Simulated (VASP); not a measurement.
# Rh (P6_3/mmc) in VASP: a series of runs

The runs below take Rh through single point, with PBE.

All numbers are computed with VASP 6.6.1; they aren't measurements. Logs are shortened: lines on timing, memory, paths and dates and some standing lists are left out, and cuts for length are marked.

## 1. The cell of the first run

Symmetry: P6_3/mmc, No. 194, hexagonal system. The conventional cell has a = 2.643 Å, b = 2.643 Å, c = 4.315 Å, α = 90.00°, β = 90.00°, γ = 120.00°. Within 3.5 Å of Rh (site symmetry -6m2) lie 12 Rh at 2.64 Å.

This isn't the form of Rh at room conditions, which is fcc.

## 2. Single point, PBE

Contents of INCAR:

```
SYSTEM = Rh
ALGO = Fast
EDIFF = 1E-7
ENCUT = 520
GGA = PE
ISIF = 2
ISMEAR = 0
LASPH = .TRUE.
LCHARG = .FALSE.
LREAL = .FALSE.
LWAVE = .FALSE.
NBANDS = 22
NELM = 100
PREC = Accurate
SIGMA = 0.15
```

Contents of KPOINTS:

```
k-points
0
G
  18 18 10
  0 0 0
```

Contents of POSCAR:

```
Rh
1.0
    2.6431000000      0.0000000000      0.0000000000
   -1.3215500000      2.2889917447      0.0000000000
    0.0000000000      0.0000000000      4.3150000000
Rh
2
Direct
    0.6666666667      0.3333333333      0.7500000000
    0.3333333333      0.6666666667      0.2500000000
```

Potentials or basis: VASP PAW PBE potentials, release 64 (Rh_pv).

Run with:

```sh
$ cat potpaw_PBE.64/Rh_pv/POTCAR > POTCAR
$ mpirun -np 1 vasp_std > vasp.out
```

OUTCAR:

```text
SYSTEM = Rh
   EDIFF = 1E-7
   ENCUT = 520
   GGA = PE
   ISIF = 2
   ISMEAR = 0
   LASPH = .TRUE.
   LREAL = .FALSE.
   NELM = 100
   PREC = Accurate

 ion  position               nearest neighbor table
   1  0.667  0.333  0.750-   2 2.64   2 2.64   2 2.64   2 2.64   2 2.64   2 2.64
   2  0.333  0.667  0.250-   1 2.64   1 2.64   1 2.64   1 2.64   1 2.64   1 2.64

  LATTYP: Found a hexagonal cell.
 ALAT       =     2.6431000000
 C/A-ratio  =     1.6325526843

  Lattice vectors:

 A1 = (   2.6431000000,   0.0000000000,   0.0000000000)
 A2 = (  -1.3215500000,   2.2889917447,   0.0000000000)
 A3 = (   0.0000000000,   0.0000000000,   4.3150000000)

Analysis of symmetry for initial positions (statically):
=====================================================================
 Subroutine PRICEL returns:
 Original cell was already a primitive cell.

 Routine SETGRP: Setting up the symmetry group for a
 hexagonal supercell.

 Subroutine GETGRP returns: Found 24 space group operations
 (whereof 12 operations were pure point group operations)
 out of a pool of 24 trial point group operations.

The static configuration has the point symmetry D_3d.
 The point group associated with its full space group is D_6h.

Analysis of symmetry for dynamics (positions and initial velocities):
=====================================================================
 Subroutine PRICEL returns:
 Original cell was already a primitive cell.

 Routine SETGRP: Setting up the symmetry group for a
 hexagonal supercell.

 Subroutine GETGRP returns: Found 24 space group operations
 (whereof 12 operations were pure point group operations)
 out of a pool of 24 trial point group operations.

The dynamic configuration has the point symmetry D_3d.
 The point group associated with its full space group is D_6h.

 Subroutine INISYM returns: Found 24 space group operations
 (whereof 12 operations are pure point group operations),
 and found     1 'primitive' translations

----------------------------------------------------------------------------------------

                                     Primitive cell

  volume of cell :      26.1059

  direct lattice vectors                    reciprocal lattice vectors
     2.643100000  0.000000000  0.000000000     0.378343612  0.218436786  0.000000000
    -1.321550000  2.288991745  0.000000000     0.000000000  0.436873572  0.000000000
     0.000000000  0.000000000  4.315000000     0.000000000  0.000000000  0.231749710

  length of vectors
     2.643100000  2.643100000  4.315000000     0.436873572  0.436873572  0.231749710

  position of ions in fractional coordinates (direct lattice)
     0.666666667  0.333333333  0.750000000
     0.333333333  0.666666667  0.250000000

  ion indices of the primitive-cell ions
   primitive index   ion index
                 1           1
                 2           2

----------------------------------------------------------------------------------------

 KPOINTS: k-points

Automatic generation of k-mesh.
 Grid dimensions read from file:
 generate k-points for:   18   18   10

 Generating k-lattice:

  Cartesian coordinates                     Fractional coordinates (reciprocal lattice)
     0.021019090  0.012135377  0.000000000     0.055555556  0.000000000  0.000000000
     0.000000000  0.024270754  0.000000000     0.000000000  0.055555556  0.000000000
     0.000000000  0.000000000  0.023174971     0.000000000  0.000000000  0.100000000

  Length of vectors
     0.024270754  0.024270754  0.023174971

  Shift w.r.t. Gamma in fractional coordinates (k-lattice)
     0.000000000  0.000000000  0.000000000

 Subroutine IBZKPT returns following result:
 ===========================================

 Found    222 irreducible k-points:

 Following reciprocal coordinates:
            Coordinates               Weight
  0.000000  0.000000  0.000000      1.000000
  0.055556  0.000000  0.000000      6.000000
  0.111111  0.000000  0.000000      6.000000
  0.166667 -0.000000  0.000000      6.000000
  0.222222  0.000000  0.000000      6.000000
  0.277778  0.000000  0.000000      6.000000
[... 16 lines left out ...]
  0.333333  0.111111  0.000000     12.000000
  0.388889  0.111111  0.000000     12.000000
 [... further k-points ...]
   k-points           NKPTS =    222   k-points in BZ     NKDIM =    222   number of bands    NBANDS=     22
   number of dos      NEDOS =    301   number of ions     NIONS =      2
   total plane-waves  NPLWV =  12800
   dimension x,y,z NGX =    20 NGY =   20 NGZ =   32
   dimension x,y,z NGXF=    40 NGYF=   40 NGZF=   64
   ions per type =               2
   NGX,Y,Z   is equivalent  to a cutoff of  12.58, 12.58, 12.33 a.u.
   NGXF,Y,Z  is equivalent  to a cutoff of  25.16, 25.16, 24.66 a.u.
 SYSTEM =  Rh
   PREC   = accura    normal or accurate (medium, high low for compatibility)
   ISTART =      0    job   : 0-new  1-cont  2-samecut
   ICHARG =      2    charge: 1-file 2-atom 10-const
   ISPIN  =      1    spin polarized calculation?
   LNONCOLLINEAR =      F non collinear calculations
   LSORBIT =      F    spin-orbit coupling
   LASPH  =      T    aspherical Exc in radial PAW
   ENCUT  =  520.0 eV  38.22 Ry    6.18 a.u.   4.91  4.91  8.02*2*pi/ulx,y,z
   NELM   =    100;   NELMIN=  2; NELMDL= -5     # of ELM steps
   EDIFF  = 0.1E-06   stopping-criterion for ELM
   LREAL  =      F    real-space projection
   EDIFFG = 0.1E-05   stopping-criterion for IOM
   NSW    =      0    number of steps for IOM
   IBRION =     -1    ionic relax: 0-MD 1-quasi-New 2-CG
   NFREE  =      0    steps in history (QN), initial steepest desc. (CG)
   ISIF   =      2    stress and relaxation
   ISYM   =      2    0-nonsym 1-usesym 2-fastsym
   POTIM  = 0.5000    time-step for ionic-motion
   TEBEG  =    0.0;   TEEND  =   0.0 temperature during run
   PSTRESS=    0.0 pullay stress
   NELECT =      30.0000    total number of electrons
   NUPDOWN=      -1.0000    fix difference up-down
   EMIN   =  10.00;   EMAX   =-10.00  energy-range for DOS
   EFERMI =   0.00;   METHOD = LEGACY
   ISMEAR =     0;   SIGMA  =   0.15  broadening in eV -4-tet -1-fermi 0-gaus
   EFERMI_NEDOS =   21; number of points for ismear=-14 and -15
   IALGO  =     68    algorithm
   IMIX   =      4    mixing-type and parameters
     AMIX     =   0.40;   BMIX     =  1.00
     AMIX_MAG =   1.60;   BMIX_MAG =  1.00
  volume/ion in A,a.u.               =      13.05        88.09
  Fermi-wavevector in a.u.,A,eV,Ry     =   1.714756  3.240419 40.006418  2.940389
  Thomas-Fermi vector in A             =   2.792255
   LORBIT       =      0    0 simple, 1 ext, 2 COOP (PROOUT), +10 PAW based schemes
   GGA     = PE    functional components
   LHFCALC =     F    Hartree Fock is set to
   AEXX    =    0.0000 exact exchange contribution
   IVDW    =     0    specifies the selected vdW correction
   LEPSILON=     F    determine dielectric tensor
   LRPA    =     F    only Hartree local field effects (RPA)
 non-spin polarized calculation
 RMM-DIIS sequential band-by-band and
 Gauss-broadening in eV      SIGMA  =   0.15
  energy-cutoff  :      520.00
  volume of cell :       26.11
 maximum number of plane-waves:       732
 NGX is ok and might be reduce to    20
   NGX =  9   NGY =  9   NGZ = 17

 number of electron      29.9999998 magnetization

 Free energy of the ion-electron system (eV)
  ---------------------------------------------------
  ext. energy  EPLUGINS =         0.00000000
  ---------------------------------------------------
  free energy    TOTEN  =       -14.31131401 eV

  energy without entropy =      -14.27771031  energy(sigma->0) =      -14.29451216

 E-fermi :  12.9819     XC(G=0): -14.3683

 val. band max:       12.9813871308   @ k =   0.2778   0.1111   0.2000
 cond. band min:      12.9845407847   @ k =   0.2778   0.2778   0.1000
 fundamental gap:      0.0031536539
 Fermi energy:        12.9819183732

 k-point     1 :       0.0000    0.0000    0.0000
  band No.  band energies     occupation
      1     -34.4547      2.00000
      2     -33.6815      2.00000
      3     -33.6815      2.00000
      4     -33.5787      2.00000
      5     -33.5613      2.00000
      6     -33.5613      2.00000
[... 14 lines left out ...]
     21      31.0121      0.00000
     22      31.8363      0.00000

 k-point     2 :       0.0556    0.0000    0.0000
  band No.  band energies     occupation
      1     -34.4462      2.00000
      2     -33.7019      2.00000
      3     -33.6880      2.00000
      4     -33.5824      2.00000
      5     -33.5820      2.00000
      6     -33.5646      2.00000
[... 14 lines left out ...]
     21      31.1538      0.00000
     22      31.9799      0.00000

 k-point     3 :       0.1111    0.0000    0.0000
  band No.  band energies     occupation
      1     -34.4210      2.00000
      2     -33.7605      2.00000
      3     -33.7065      2.00000
      4     -33.6427      2.00000
      5     -33.5920      2.00000
      6     -33.5741      2.00000
[... 14 lines left out ...]
     21      31.5307      0.00000
     22      32.2083      0.00000

 k-point     4 :       0.1667   -0.0000    0.0000
  band No.  band energies     occupation
      1     -34.3807      2.00000
      2     -33.8504      2.00000
      3     -33.7341      2.00000
      4     -33.7337      2.00000
      5     -33.6087      2.00000
      6     -33.5893      2.00000
[... 14 lines left out ...]
     21      31.8322      0.00000
     22      32.1208      0.00000

 k-point     5 :       0.2222    0.0000    0.0000
  band No.  band energies     occupation
      1     -34.3282      2.00000
      2     -33.9606      2.00000
      3     -33.8431      2.00000
      4     -33.7673      2.00000
      5     -33.6325      2.00000
      6     -33.6085      2.00000
[... 14 lines left out ...]
     21      30.9995      0.00000
     22      31.3708      0.00000

 k-point     6 :       0.2778    0.0000    0.0000
  band No.  band energies     occupation
      1     -34.2669      2.00000
      2     -34.0778      2.00000
      3     -33.9570      2.00000
      4     -33.8017      2.00000
      5     -33.6630      2.00000
      6     -33.6295      2.00000
[... 14 lines left out ...]
     21      29.9169      0.00000
     22      29.9195      0.00000

 k-point     7 :       0.3333   -0.0000    0.0000
  band No.  band energies     occupation
      1     -34.2017      2.00000
      2     -34.1877      2.00000
      3     -34.0618      2.00000
      4     -33.8335      2.00000
      5     -33.6992      2.00000
      6     -33.6496      2.00000
[... 324 lines left out ...]
      6     -33.6410      2.00000
[... 14 lines left out ...]
     21      29.1672      0.00000
     22      30.9735      0.00000

 k-point    21 :       0.2222    0.1111    0.0000
  band No.  band energies     occupation
      1     -34.2468      2.00000
      2     -34.0754      2.00000
      3     -34.0018      2.00000
      4     -33.8084      2.00000
      5     -33.6736      2.00000
      6     -33.6693      2.00000
[... 14 lines left out ...]
     21      28.0833      0.00000
     22      30.0143      0.00000

 k-point    22 :       0.2778    0.1111    0.0000
  band No.  band energies     occupation
      1     -34.1829      2.00000
      2     -34.1767      2.00000
      3     -34.0792      2.00000
      4     -33.8552      2.00000
      5     -33.7102      2.00000
      6     -33.6949      2.00000
[... 14 lines left out ...]
     21      26.9926      0.00000
     22      29.1978      0.00000

 k-point    23 :       0.3333    0.1111    0.0000
  band No.  band energies     occupation
      1     -34.2593      2.00000
      2     -34.1414      2.00000
      3     -34.1210      2.00000
      4     -33.8929      2.00000
      5     -33.7498      2.00000
      6     -33.7155      2.00000
[... 14 lines left out ...]
     21      26.0273      0.00000
     22      28.5171      0.00000

 k-point    24 :       0.3889    0.1111    0.0000
  band No.  band energies     occupation
      1     -34.3130      2.00000
      2     -34.1819      2.00000
      3     -34.0712      2.00000
      4     -33.9172      2.00000
      5     -33.7851      2.00000
      6     -33.7289      2.00000
[... 14 lines left out ...]
     21      25.3453      0.00000
     22      27.9740      0.00000

 [... further k-points ...]

------------------------ aborting loop because EDIFF is reached ----------------------------------------

  FORCE on cell =-STRESS in cart. coord.  units (eV):
  Direction    XX          YY          ZZ          XY          YZ          ZX
  --------------------------------------------------------------------------------------
  -------------------------------------------------------------------------------------
  Total        4.1460620      4.1460620      3.4870591      0.0000000      0.0000000      0.0000000
  in kB      254.4531065    254.4531064    214.0086193      0.0000000      0.0000000      0.0000000
  external PRESSURE =     240.9716107 kB  Pullay stress =       0.0000000 kB

 VOLUME and BASIS-vectors are now :
 -----------------------------------------------------------------------------
  energy-cutoff  :      520.00
  volume of cell :       26.11
      direct lattice vectors                 reciprocal lattice vectors
     2.643100000  0.000000000  0.000000000     0.378343612  0.218436786  0.000000000
    -1.321550000  2.288991745  0.000000000     0.000000000  0.436873572  0.000000000
     0.000000000  0.000000000  4.315000000     0.000000000  0.000000000  0.231749710

 POSITION                                       TOTAL-FORCE (eV/Angst)
 -----------------------------------------------------------------------------------
      1.32155      0.76300      3.23625         0.000000     -0.000000      0.000000
     -0.00000      1.52599      1.07875        -0.000000      0.000000      0.000000
 -----------------------------------------------------------------------------------
    total drift:                                0.000000     -0.000000      0.000000

  FREE ENERGIE OF THE ION-ELECTRON SYSTEM (eV)
  ---------------------------------------------------
  free  energy   TOTEN  =       -14.3113140118 eV

  energy  without entropy=      -14.2777103135  energy(sigma->0) =      -14.29451216
```

It took 44 s on 1 thread of Intel Xeon 6975P-C (Granite Rapids), shared host; peak memory 0.21 GiB.

What came out:

```yaml
Free_energy: -14.3113 eV
Pressure: 24.1 GPa
Band_gap_on_the_k_mesh: zero (bands 15 and 16 overlap by 2.66 eV)
```

Stress tensor (GPa, compression positive):
```
25.45  0.00  0.00
 0.00 25.45  0.00
 0.00  0.00 21.40
```

Levels at points of the mesh, in eV from the Fermi level:
```
           k point  band 13  band 14  band 15  band 16  band 17  band 18
(0.00, 0.00, 0.00)    -2.74    -2.01    -2.01     0.15     0.15     0.57
(0.50, 0.00, 0.00)    -2.30     0.53     0.66     0.84     3.24     5.47
(0.00, 0.00, 0.50)    -3.39    -3.39    -0.47    -0.47    -0.47    -0.47
(0.50, 0.00, 0.50)    -0.35    -0.35     0.72     0.72     2.78     2.78
```

Caveat: the cell stands under pressure.

## 3. Single point, PBE

This run uses another cell than the first one, of 13.15 Å³/atom.

Contents of INCAR:

```
SYSTEM = Rh
PREC = Accurate
ENCUT = 520
EDIFF = 1E-7
ISMEAR = 0
SIGMA = 0.15
LREAL = .FALSE.
LASPH = .TRUE.
NELM = 60
ALGO = Fast
ISIF = 2
LWAVE = .FALSE.
LCHARG = .FALSE.
GGA = PE
NBANDS = 22
```

Contents of KPOINTS:

```
regular mesh
0
G
  18 18 10
  0 0 0
```

Contents of POSCAR:

```
Rh
1.0
    2.6976000000      0.0000000000      0.0000000000
   -1.3488000000      2.3361901292      0.0000000000
    0.0000000000      0.0000000000      4.1746000000
Rh
2
Direct
    0.6666666667      0.3333333333      0.7500000000
    0.3333333333      0.6666666667      0.2500000000
```

Potentials or basis: VASP PAW PBE potentials, release 64 (Rh_pv).

Run with:

```sh
$ cat potpaw_PBE.64/Rh_pv/POTCAR > POTCAR
$ mpirun -np 1 vasp_std > vasp.out
```

Run time: 45 s. Hardware: 1 thread of Intel Xeon 6975P-C (Granite Rapids), shared host; peak memory 0.21 GiB.

Results (log left out):

| Quantity | Value |
| --- | --- |
| Free energy | -14.3091 eV |
| Pressure | 22.1 GPa |
| Band gap on the k mesh | zero (bands 15 and 16 overlap by 2.48 eV) |

Stress tensor (GPa, compression positive):
```
17.24  0.00  0.00
 0.00 17.24  0.00
 0.00  0.00 31.91
```

Levels at points of the mesh, in eV from the Fermi level:
```
           k point  band 11  band 12  band 13  band 14  band 15  band 16  band 17  band 18  band 19  band 20
(0.00, 0.00, 0.00)    -2.98    -2.64    -2.64    -2.40    -2.40     0.11     0.11     1.15     9.72    15.59
(0.50, 0.00, 0.00)    -2.70    -2.48    -2.21     0.21     0.63     0.82     3.04     5.21    10.77    11.60
(0.00, 0.00, 0.50)    -3.53    -3.53    -3.24    -3.24    -0.46    -0.46    -0.46    -0.46    15.06    15.06
(0.50, 0.00, 0.50)    -1.99    -1.99    -0.40    -0.40     0.47     0.47     2.69     2.69     9.68     9.68
```

Caveat: the cell stands under pressure.

## 4. Single point, PBE

This run uses another cell than the first one, of 13.13 Å³/atom.

Contents of INCAR:

```
  PREC = Accurate
  ENCUT = 520
  EDIFF = 1E-6
  ISMEAR = 0
  SIGMA = 0.15
  LREAL = False
  LASPH = True
  NELM = 100
  ALGO = Fast
  ISIF = 2
  LWAVE = False
  LCHARG = False
  GGA = PE
  NBANDS = 22
```

Contents of KPOINTS:

```
regular mesh
0
Gamma
  18 18 10
```

Contents of POSCAR:

```
Rh
1.0
    2.5886000000      0.0000000000      0.0000000000
   -1.2943000000      2.2417933602      0.0000000000
    0.0000000000      0.0000000000      4.5254000000
Rh
2
Direct
    0.6666666667      0.3333333333      0.7500000000
    0.3333333333      0.6666666667      0.2500000000
```

Run with:

```sh
$ cat potpaw_PBE.64/Rh_pv/POTCAR > POTCAR
$ mpirun -np 1 vasp_std > vasp.out
```

Wall time 43 s (1 thread of Intel Xeon 6975P-C (Granite Rapids), shared host); peak memory 0.21 GiB.

It converged, with:

| Property | Result |
| --- | --- |
| Free energy | -14.2180 eV |
| Pressure | 23.7 GPa |
| Band gap on the k mesh | zero (bands 15 and 16 overlap by 2.90 eV) |

Stress tensor (GPa, compression positive):
```
32.97  0.00  0.00
 0.00 32.97  0.00
 0.00  0.00  5.25
```

Levels at points of the mesh, in eV from the Fermi level:
| k point | band 13 | band 14 | band 15 | band 16 | band 17 | band 18 |
| --- | --- | --- | --- | --- | --- | --- |
| (0.00, 0.00, 0.00) | -2.79 | -1.42 | -1.42 | -0.03 | 0.26 | 0.26 |
| (0.50, 0.00, 0.00) | -1.96 | 0.50 | 0.94 | 1.15 | 3.43 | 5.69 |
| (0.00, 0.00, 0.50) | -3.19 | -3.19 | -0.33 | -0.33 | -0.33 | -0.33 |
| (0.50, 0.00, 0.50) | -0.26 | -0.26 | 1.06 | 1.06 | 2.90 | 2.90 |

Caveat: the cell stands under pressure.

(Continued in part 2 of 2.)
